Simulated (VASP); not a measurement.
# TiAl in VASP: settings compared, part 2 of 2

VASP 6.6.1. The steps go on from the part before.

**3. Single point, PBEsol**

File INCAR:

```
ALGO = Fast ; EDIFF = 1E-6
ENCUT = 520 ; GGA = PS
ISIF = 2 ; ISMEAR = 1
LASPH = T ; LCHARG = F
LREAL = F ; LWAVE = F
NBANDS = 14 ; NELM = 100
PREC = Accurate ; SIGMA = 0.01
```

File KPOINTS:

```
k-points
0
Gamma
  9 9 5
```

File POSCAR:

```
TiAl
1.0
    2.8672622327      0.0000000000      0.0000000000
   -1.4336311163      2.4831219328      0.0000000000
    0.0000000000      0.0000000000      4.6780830000
Ti Al
1 1
Direct
    0.0000000000      0.0000000000      0.0000000000
    0.3333333333      0.6666666667      0.5000000000
```

Potentials or basis: VASP PAW PBE potentials, release 64 (Ti_sv, Al).

The run is started by

```console
cat potpaw_PBE.64/Ti_sv/POTCAR potpaw_PBE.64/Al/POTCAR > POTCAR
mpirun -np 1 vasp_std > vasp.out
```

It took 36 s on 1 thread of Intel Xeon 6975P-C, shared host; peak memory 0.16 GiB.

It converged, with:

```yaml
Free_energy: -12.9204 eV
Pressure: -3.2 GPa
```

Stress tensor (GPa, compression positive):
```
-3.47  0.00  0.00
 0.00 -3.47  0.00
 0.00  0.00 -2.72
```

Levels at points of the mesh, in eV from the Fermi level:
```
           k point  band 3  band 4  band 5  band 6  band 7  band 8  band 9  band 10  band 11  band 12
(0.00, 0.00, 0.00)  -32.27  -32.27   -8.97   -2.32   -1.87    1.29    1.29     2.77     2.77     3.88
```

Caveat: the PAW data sets were made with another functional, which shifts forces and pressure a little.

**4. Single point, PBEsol**

File INCAR:

```
SYSTEM = TiAl
PREC     = Accurate       ! precision mode
ENCUT    = 520            ! plane-wave cutoff, eV
EDIFF    = 1E-6           ! SCF threshold, eV
ISMEAR   = 1              ! smearing method
SIGMA    = 0.005          ! smearing width, eV
LREAL    = .False.        ! projectors in reciprocal space
LASPH    = .True.         ! aspherical terms in the spheres
NELM     = 60             ! most SCF steps
ALGO     = Normal         ! electronic algorithm
ISIF     = 2              ! what is computed and relaxed
LWAVE    = .False.        ! write WAVECAR
LCHARG   = .False.        ! write CHGCAR
GGA      = PS             ! functional
NBANDS   = 14             ! bands
```

File KPOINTS:

```
regular mesh
0
Gamma
  9 9 5
  0 0 0
```

POSCAR is that of step 3.

Potentials or basis: VASP PAW PBE potentials, release 64 (Ti_sv, Al).

The run is started by

```console
cat potpaw_PBE.64/Ti_sv/POTCAR potpaw_PBE.64/Al/POTCAR > POTCAR
mpirun -np 1 vasp_std > vasp.out
```

OUTCAR:

```text
SYSTEM = TiAl
   PREC = Accurate
   ENCUT = 520
   EDIFF = 1E-6
   ISMEAR = 1
   LREAL = .False.
   LASPH = .True.
   NELM = 60
   ISIF = 2
   GGA = PS

 ion  position               nearest neighbor table
   1  0.000  0.000  0.000-   2 2.87   2 2.87   2 2.87   2 2.87   2 2.87   2 2.87
   2  0.333  0.667  0.500-   1 2.87   1 2.87   1 2.87   1 2.87   1 2.87   1 2.87

  LATTYP: Found a hexagonal cell.
 ALAT       =     2.8672622327
 C/A-ratio  =     1.6315504549

  Lattice vectors:

 A1 = (   2.8672622327,   0.0000000000,   0.0000000000)
 A2 = (  -1.4336311163,   2.4831219328,   0.0000000000)
[... 587 lines left out ...]
     11      10.9348      0.00000
     12      10.9619      0.00000
     13      14.5656      0.00000
     14      14.9959      0.00000

 [... further k-points ...]
[... 5 lines left out ...]
  --------------------------------------------------------------------------------------
  -------------------------------------------------------------------------------------
  Total       -0.7190314     -0.7190314     -0.5831861     -0.0000000      0.0000000     -0.0000000
  in kB      -34.5879667    -34.5879667    -28.0533269     -0.0000000      0.0000000     -0.0000000
  external PRESSURE =     -32.4097534 kB  Pullay stress =       0.0000000 kB

 VOLUME and BASIS-vectors are now :
 -----------------------------------------------------------------------------
  energy-cutoff  :      520.00
  volume of cell :       33.31
      direct lattice vectors                 reciprocal lattice vectors
     2.867262233  0.000000000  0.000000000     0.348764751  0.201359423  0.000000000
    -1.433631116  2.483121933  0.000000000     0.000000000  0.402718846  0.000000000
     0.000000000  0.000000000  4.678083000     0.000000000  0.000000000  0.213762774

 POSITION                                       TOTAL-FORCE (eV/Angst)
 -----------------------------------------------------------------------------------
      0.00000      0.00000      0.00000        -0.000000      0.000000      0.000000
     -0.00000      1.65541      2.33904         0.000000      0.000000      0.000000
 -----------------------------------------------------------------------------------
    total drift:                                0.000000     -0.000000      0.000000

  FREE ENERGIE OF THE ION-ELECTRON SYSTEM (eV)
  ---------------------------------------------------
  free  energy   TOTEN  =       -12.9203438969 eV

  energy  without entropy=      -12.9202708718  energy(sigma->0) =      -12.92031956
```

OSZICAR:

```text
N       E                     dE             d eps       ncg     rms          rms(c)
DAV:   1     0.950151609945E+02    0.95015E+02   -0.70235E+03  1008   0.107E+03
DAV:   2    -0.874099282880E+01   -0.10376E+03   -0.99847E+02  1044   0.294E+02
DAV:   3    -0.143954625475E+02   -0.56545E+01   -0.55426E+01  1542   0.649E+01
DAV:   4    -0.145562555894E+02   -0.16079E+00   -0.16064E+00  1160   0.971E+00
DAV:   5    -0.145624000352E+02   -0.61444E-02   -0.61440E-02  1516   0.179E+00    0.953E+00
DAV:   6    -0.132646163031E+02    0.12978E+01   -0.63292E+00  1134   0.309E+01    0.373E+00
DAV:   7    -0.129493112024E+02    0.31531E+00   -0.72862E-01  1116   0.997E+00    0.200E+00
DAV:   8    -0.129251027668E+02    0.24208E-01   -0.16409E-01  1170   0.401E+00    0.766E-01
DAV:   9    -0.129233211784E+02    0.17816E-02   -0.48186E-02  1092   0.271E+00    0.502E-01
DAV:  10    -0.129205162464E+02    0.28049E-02   -0.66525E-03  1170   0.922E-01    0.151E-01
DAV:  11    -0.129205364680E+02   -0.20222E-04   -0.16832E-03  1282   0.367E-01    0.158E-01
DAV:  12    -0.129204205681E+02    0.11590E-03   -0.75377E-05  1092   0.888E-02    0.101E-01
DAV:  13    -0.129203553219E+02    0.65246E-04   -0.67257E-05  1158   0.751E-02    0.319E-02
DAV:  14    -0.129203451673E+02    0.10155E-04   -0.49876E-06  1156   0.231E-02    0.122E-02
DAV:  15    -0.129203439241E+02    0.12432E-05   -0.12313E-06   606   0.128E-02    0.290E-03
DAV:  16    -0.129203438969E+02    0.27229E-07   -0.49743E-07   642   0.839E-03
   1 F= -.12920344E+02 E0= -.12920320E+02  d E =-.730251E-04
```

Run time: 18 s. Hardware: 1 thread of Intel Xeon 6975P-C, shared host; peak memory 0.16 GiB.

Results:

| Quantity | Value |
| --- | --- |
| Free energy | -12.9203 eV |
| Pressure | -3.2 GPa |

Stress tensor (GPa, compression positive):
```
-3.46  0.00  0.00
 0.00 -3.46  0.00
 0.00  0.00 -2.81
```

Caveat: the PAW data sets were made with another functional, which shifts forces and pressure a little.

**5. Single point, r2SCAN**

File POSCAR:

```
TiAl
1.0
    2.8672622327      0.0000000000      0.0000000000
   -1.4336311163      2.4831219328      0.0000000000
    0.0000000000      0.0000000000      4.6780830000
Ti Al
1 1
Direct
   -0.0097550000      0.0048560000      0.0113100000
    0.3481230000      0.6626870000      0.5163250000
```

File INCAR.step1:

```
SYSTEM = TiAl
ALGO = Normal ; EDIFF = 1E-4
ENCUT = 520 ; GGA = PE
ISMEAR = -1 ; LASPH = .True.
LCHARG = .False. ; LREAL = .False.
LWAVE = .True. ; NBANDS = 14
NELM = 80 ; PREC = Accurate
SIGMA = 0.05
```

File INCAR.step2:

```
SYSTEM = TiAl
ALGO = Normal ; EDIFF = 1E-6
ENCUT = 520 ; ISIF = 2
ISMEAR = -1 ; ISTART = 1
LASPH = .True. ; LCHARG = .False.
LMIXTAU = .True. ; LREAL = .False.
LWAVE = .False. ; METAGGA = R2SCAN
NBANDS = 14 ; NELM = 80
PREC = Accurate ; SIGMA = 0.05
```

File KPOINTS:

```
k-points
0
Gamma
  8 8 4
  0 0 0
```

The run is started by

```console
cat potpaw_PBE.64/Ti_sv/POTCAR potpaw_PBE.64/Al/POTCAR > POTCAR
cp INCAR.step1 INCAR
mpirun -np 1 vasp_std > vasp.out
cp INCAR.step2 INCAR
mpirun -np 1 vasp_std > vasp.out
```

Run time: 2.6 min. Hardware: 1 thread of Intel Xeon 6975P-C, shared host; peak memory 0.21 GiB.

Results (log left out):

| Quantity | Value |
| --- | --- |
| Free energy | -20.2225 eV |
| Pressure | -0.9 GPa |
| Largest force | 0.236 eV/Å |

Forces in eV/Å, atoms in the order of the input:
```
Ti   0.160 -0.028  0.171
Al  -0.160  0.028 -0.171
```

Stress tensor (GPa, compression positive):
```
-0.62  1.66  0.08
 1.66  0.29 -0.01
 0.08 -0.01 -2.25
```

Levels at points of the mesh, in eV from the Fermi level:
```tsv
k point	band 4	band 5	band 6	band 7	band 8	band 9	band 10	band 11	band 12	band 13
(0.00, 0.00, 0.00)	-33.69	-9.46	-2.43	-2.09	1.43	1.44	3.05	3.10	4.21	13.66
(0.50, 0.00, 0.00)	-33.84	-3.93	-2.98	-1.58	-1.01	2.39	4.20	4.25	4.37	5.61
(0.00, 0.50, 0.00)	-33.83	-3.92	-2.99	-1.55	-1.01	2.38	4.20	4.27	4.32	5.60
(0.50, 0.50, 0.00)	-33.83	-3.91	-3.03	-1.47	-0.99	2.36	4.16	4.20	4.31	5.58
(0.00, 0.00, 0.50)	-33.69	-8.53	-5.63	-0.43	1.45	1.46	2.97	3.02	7.10	11.54
(0.50, 0.00, 0.50)	-33.84	-3.81	-2.62	-1.86	0.36	1.05	2.18	3.29	4.20	6.86
(0.00, 0.50, 0.50)	-33.83	-3.81	-2.59	-1.88	0.39	1.05	2.17	3.27	4.20	6.84
(0.50, 0.50, 0.50)	-33.83	-3.82	-2.52	-1.95	0.47	1.06	2.15	3.20	4.20	6.79
```

Caveat: the PAW data sets were made with another functional, which shifts forces and pressure a little.

**6. Single point, r2SCAN**

POSCAR is that of step 5.

File INCAR.step1:

```
PREC = Accurate ; ENCUT = 520
ISMEAR = -1 ; SIGMA = 0.05
LREAL = F ; LASPH = T
NELM = 80 ; NBANDS = 14
GGA = PE ; ALGO = Normal
EDIFF = 1E-4 ; LWAVE = T
LCHARG = F
```

File INCAR.step2:

```
PREC = Accurate ; ENCUT = 520
EDIFF = 1E-6 ; ISMEAR = -1
SIGMA = 0.05 ; LREAL = F
LASPH = T ; NELM = 80
ALGO = Normal ; ISIF = 2
LWAVE = F ; LCHARG = F
METAGGA = R2SCAN ; LMIXTAU = T
NBANDS = 14 ; ISTART = 1
```

File KPOINTS:

```
regular mesh
0
Gamma
  10 10 5
```

Potentials or basis: VASP PAW PBE potentials, release 64 (Ti_sv, Al).

The run is started by

```console
cat potpaw_PBE.64/Ti_sv/POTCAR potpaw_PBE.64/Al/POTCAR > POTCAR
cp INCAR.step1 INCAR
mpirun -np 1 vasp_std > vasp.out
cp INCAR.step2 INCAR
mpirun -np 1 vasp_std > vasp.out
```

Run time: 4.6 min. Hardware: 1 thread of Intel Xeon 6975P-C, shared host; peak memory 0.26 GiB.

The run converged. Its results:

```
Free energy   : -20.2411 eV
Pressure      : -0.9 GPa
Largest force : 0.240 eV/Å
```

Forces in eV/Å, atoms in the order of the input:
```
Ti   0.163 -0.028  0.175
Al  -0.163  0.028 -0.175
```

Stress tensor (GPa, compression positive):
```
-0.70  1.48  0.07
 1.48  0.14 -0.01
 0.07 -0.01 -2.21
```

Levels at points of the mesh, in eV from the Fermi level:
```tsv
k point	band 6	band 7	band 8	band 9	band 10	band 11
(0.00, 0.00, 0.00)	-2.43	-2.08	1.42	1.43	3.04	3.09
(0.50, 0.00, 0.00)	-2.96	-1.58	-1.02	2.38	4.19	4.25
(0.00, 0.50, 0.00)	-2.97	-1.55	-1.01	2.37	4.19	4.26
(0.50, 0.50, 0.00)	-3.01	-1.47	-0.99	2.35	4.17	4.19
```

Caveat: the PAW data sets were made with another functional, which shifts forces and pressure a little.

**7. The runs side by side**

```tsv
level	k mesh	smearing	gap on the mesh (eV)	pressure (GPa)	largest force (eV/Å)
PBEsol	9 × 9 × 5	methfessel-paxton 0.025 eV	none	-3.2	-
PBEsol	9 × 9 × 5	methfessel-paxton 0.01 eV	none	-3.2	-
PBEsol	9 × 9 × 5	methfessel-paxton 0.005 eV	none	-3.2	-
r2SCAN	8 × 8 × 4	fermi-dirac 0.05 eV	none	-0.9	0.24
r2SCAN	10 × 10 × 5	fermi-dirac 0.05 eV	none	-0.9	0.24
```

Some of these runs hold the atoms at other places in the same cell, which the table doesn't show; runs alike in all that it shows share one row.

Alike in all rows: task single point; potentials or basis VASP PAW PBE potentials, release 64 (Ti_sv, Al); no spin polarisation; cell as given; cutoff (eV) 520.

Every run on the cell as given and a fine mesh finds a metal. The pressure there spans -3.2 GPa (PBEsol) to -0.9 GPa (r2SCAN); a positive pressure means that this level wants a larger cell, a negative one a smaller.

Caveats: the PAW data sets were made with another functional, which shifts forces and pressure a little.

Total energies depend on the potentials used, so only differences within one code and one set of settings carry meaning.
